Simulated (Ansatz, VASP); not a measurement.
# Si3N in VASP and in Ansatz

```xyz
8
Lattice="3.8333 0.0000 0.0000 0.0000 5.4212 0.0000 0.0000 0.0000 22.4878" Properties=species:S:1:pos:R:3 pbc="T T T"
Si    1.9167    0.0000    4.0000
Si    0.0000    1.3553    4.0000
Si    0.0000    2.7316    5.8663
Si    1.9167    4.0448    5.8663
Si    1.9167    0.0466    7.6878
Si    0.0000    1.3087    7.6878
N     2.5556    1.8537   10.7878
N     2.5556    1.8537   11.8878
```

Alike in both runs: task single point; functional PBE; dispersion D3(BJ); k mesh 7 × 5 × 1; occupations gaussian, width 0.05 eV; no spin polarisation.

|  | VASP | Ansatz |
| --- | --- | --- |
| version | VASP 6.6.1 | Ansatz 0.2.0 |
| potentials or method | VASP PAW PBE potentials, release 64 (Si, N), cutoff 520 eV | scalar-relativistic, plane waves, PAW |
| valence electrons in the cell | 34 | 34 |

|  | VASP | Ansatz | Ansatz less VASP |
| --- | --- | --- | --- |
| gap on the k mesh at the Fermi level (eV) | none | none | - |
| rms of the force components (eV/Å) | 0.646 | 0.195 | -0.4505 |
| work function, face that differs most (eV) | 4.83 | 4.82 | -0.002 |

Atom by atom the forces differ by 0.519 eV/Å (rms over components). A gap of «none» marks a metal or a gap that the smearing closes. One of these differences is far larger than is usual between the two programs; its cause wasn't traced.

Noted on VASP's run: the standard files for N, O and F lose accuracy on very short bonds.
